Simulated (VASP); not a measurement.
# Co (P6/mmm) in VASP: further runs, part 2 of 2

VASP 6.6.1. The steps go on from the part before.

### 4 Single point, LDA (volume scaled by 0.96)

INCAR

```
SYSTEM = Co
ALGO     = Normal         ! electronic algorithm
EDIFF    = 1E-6           ! SCF threshold, eV
ENCUT    = 520            ! plane-wave cutoff, eV
ISIF     = 2              ! what is computed and relaxed
ISMEAR   = -1             ! smearing method
LASPH    = .TRUE.         ! aspherical terms in the spheres
LCHARG   = .FALSE.        ! write CHGCAR
LREAL    = .FALSE.        ! projectors in reciprocal space
LWAVE    = .FALSE.        ! write WAVECAR
NBANDS   = 20             ! bands
NELM     = 80             ! most SCF steps
PREC     = Accurate       ! precision mode
SIGMA    = 0.1            ! smearing width, eV
```

KPOINTS

```
k-points
0
G
  11 11 15
  0 0 0
```

POSCAR

```
Co
1.0
    3.7649786110      0.0000000000      0.0000000000
   -1.8824893055      3.2605671218      0.0000000000
    0.0000000000      0.0000000000      2.3049006355
Co
3
Direct
    0.0000000000      0.0000000000      0.0000000000
    0.3333333333      0.6666666667      0.5000000000
    0.6666666667      0.3333333333      0.5000000000
```

Potentials or basis: VASP PAW LDA potentials, release 64 (Co).

Launch:

```console
cat potpaw_LDA.64/Co/POTCAR > POTCAR
mpirun -np 1 vasp_std > vasp.out
```

OUTCAR:

```text
SYSTEM = Co
   EDIFF = 1E-6
   ENCUT = 520
   ISIF = 2
   ISMEAR = -1
   LASPH = .TRUE.
   LREAL = .FALSE.
   NELM = 80
   PREC = Accurate

 ion  position               nearest neighbor table
   1  0.000  0.000  0.000-   2 2.46   3 2.46   2 2.46   3 2.46   2 2.46   2 2.46   3 2.46   3 2.46
                             3 2.46   3 2.46   2 2.46   2 2.46
   2  0.333  0.667  0.500-   3 2.17   3 2.17   3 2.17   1 2.46   1 2.46   1 2.46   1 2.46   1 2.46
                             1 2.46
   3  0.667  0.333  0.500-   2 2.17   2 2.17   2 2.17   1 2.46   1 2.46   1 2.46   1 2.46   1 2.46
                             1 2.46

  LATTYP: Found a hexagonal cell.
 ALAT       =     3.7649786110
 C/A-ratio  =     0.6121948817

  Lattice vectors:

 A1 = (   3.7649786110,   0.0000000000,   0.0000000000)
 A2 = (  -1.8824893055,   3.2605671218,   0.0000000000)
 A3 = (   0.0000000000,   0.0000000000,   2.3049006355)

Analysis of symmetry for initial positions (statically):
=====================================================================
 Subroutine PRICEL returns:
 Original cell was already a primitive cell.

 Routine SETGRP: Setting up the symmetry group for a
 hexagonal supercell.

[... 168 lines left out ...]
 E-fermi :  12.1453     XC(G=0): -14.5839

 val. band max:       12.1435855857   @ k =   0.3636   0.0909   0.1333
 cond. band min:      12.1470367697   @ k =   0.4545   0.0909   0.1333
 fundamental gap:      0.0034511840
 Fermi energy:        12.1453315991

 k-point     1 :       0.0000    0.0000    0.0000
  band No.  band energies     occupation
      1       2.4229      2.00000
      2       7.2466      2.00000
      3       8.7888      2.00000
      4       8.7888      2.00000
      5       8.7960      2.00000
      6       8.7960      2.00000
[... 541 lines left out ...]
     19      21.6084      0.00000
     20      23.3184      0.00000

 [... further k-points ...]

------------------------ aborting loop because EDIFF is reached ----------------------------------------

  FORCE on cell =-STRESS in cart. coord.  units (eV):
  Direction    XX          YY          ZZ          XY          YZ          ZX
  --------------------------------------------------------------------------------------
  -------------------------------------------------------------------------------------
  Total        2.1790303      2.1790303      2.1426242     -0.0000000     -0.0000000      0.0000000
  in kB      123.3860306    123.3860306    121.3245589     -0.0000000     -0.0000000      0.0000000
  external PRESSURE =     122.6988734 kB  Pullay stress =       0.0000000 kB

 VOLUME and BASIS-vectors are now :
 -----------------------------------------------------------------------------
  energy-cutoff  :      520.00
  volume of cell :       28.29
      direct lattice vectors                 reciprocal lattice vectors
     3.764978611  0.000000000  0.000000000     0.265605759  0.153347556  0.000000000
    -1.882489306  3.260567122  0.000000000     0.000000000  0.306695112  0.000000000
     0.000000000  0.000000000  2.304900636     0.000000000  0.000000000  0.433858182

 POSITION                                       TOTAL-FORCE (eV/Angst)
 -----------------------------------------------------------------------------------
      0.00000      0.00000      0.00000        -0.000000      0.000000      0.000000
     -0.00000      2.17371      1.15245        -0.000000      0.000000      0.000000
      1.88249      1.08686      1.15245         0.000000     -0.000000     -0.000000
 -----------------------------------------------------------------------------------
    total drift:                                0.000000      0.000000     -0.000000

  FREE ENERGIE OF THE ION-ELECTRON SYSTEM (eV)
  ---------------------------------------------------
  free  energy   TOTEN  =       -23.7295584539 eV

  energy  without entropy=      -23.4693841537  energy(sigma->0) =      -23.59947130
```

OSZICAR:

```text
N       E                     dE             d eps       ncg     rms          rms(c)
DAV:   1     0.159818676438E+03    0.15982E+03   -0.11826E+04  5296   0.183E+03
DAV:   2    -0.201151238824E+02   -0.17993E+03   -0.17150E+03  5120   0.325E+02
DAV:   3    -0.273497536459E+02   -0.72346E+01   -0.69184E+01  5476   0.939E+01
DAV:   4    -0.274637018272E+02   -0.11395E+00   -0.11388E+00  7080   0.103E+01
DAV:   5    -0.274661662395E+02   -0.24644E-02   -0.24643E-02  6328   0.137E+00    0.209E+01
DAV:   6    -0.261045698175E+02    0.13616E+01   -0.36194E+01  5564   0.962E+01    0.195E+01
DAV:   7    -0.315716059401E+02   -0.54670E+01   -0.55444E+01  5820   0.156E+02    0.343E+01
DAV:   8    -0.237503799667E+02    0.78212E+01   -0.25596E+01  6076   0.686E+01    0.271E+00
DAV:   9    -0.237501103600E+02    0.26961E-03   -0.57779E-01  5316   0.913E+00    0.143E+00
DAV:  10    -0.237306382753E+02    0.19472E-01   -0.31447E-02  6984   0.233E+00    0.489E-01
DAV:  11    -0.237295378496E+02    0.11004E-02   -0.52588E-03  6068   0.953E-01    0.268E-01
DAV:  12    -0.237296877043E+02   -0.14985E-03   -0.19148E-03  5780   0.729E-01    0.181E-01
DAV:  13    -0.237295699914E+02    0.11771E-03   -0.96337E-04  7584   0.466E-01    0.664E-02
DAV:  14    -0.237295589971E+02    0.10994E-04   -0.65644E-05  7732   0.112E-01    0.103E-02
DAV:  15    -0.237295584539E+02    0.54319E-06   -0.40944E-06  3588   0.302E-02
   1 F= -.23729558E+02 E0= -.23599471E+02  d E =-.260174E+00
```

stdout:

```text
POSCAR found type information on POSCAR Co
 POSCAR found :  1 types and       3 ions
 scaLAPACK will be used
 LDA part: xc-table for (Slater(with rela. corr.)+CA(PZ))
 , standard interpolation
 POSCAR, INCAR and KPOINTS ok, starting setup
 FFT: planning ... GRIDC
 FFT: planning ... GRID_SOFT
 FFT: planning ... GRID
 WAVECAR not read
 entering main loop
```

It took 76 s on 1 thread of Intel Xeon Platinum 8488C (Sapphire Rapids), shared host; peak memory 0.17 GiB.

Results:

```yaml
Free_energy: -23.7296 eV
Pressure: 12.3 GPa
```

Levels at points of the mesh, in eV from the Fermi level:
```csv
k point,band 11,band 12,band 13,band 14,band 15,band 16,band 17,band 18
"(0.00, 0.00, 0.00)",-1.14,-1.14,-1.11,-1.11,0.54,0.54,7.70,7.70
```

Caveat: the run has no spin polarisation, though such a crystal can be magnetic.

### 5 The runs side by side

| cell | k mesh | cutoff (eV) | gap on the mesh (eV) | pressure (GPa) |
| --- | --- | --- | --- | --- |
| a = 3.963, b = 3.963, c = 2.426 Å, angles 90.0, 90.0, 120.0°, 3 atoms | 11 × 11 × 15 | 600 | none | -25.8 |
| a = 3.817, b = 3.817, c = 2.336 Å, angles 90.0, 90.0, 120.0°, 3 atoms | 9 × 9 × 13 | 520 | none | -0.7 |
| a = 3.765, b = 3.765, c = 2.305 Å, angles 90.0, 90.0, 120.0°, 3 atoms | 11 × 11 × 15 | 520 | none | 12.3 |

Alike in all rows: task single point; level LDA; potentials or basis VASP PAW LDA potentials, release 64 (Co); no spin polarisation; smearing fermi-dirac 0.1 eV.

Caveats: the run has no spin polarisation, though such a crystal can be magnetic.

Absolute energies hang on the potentials; compare differences alone.
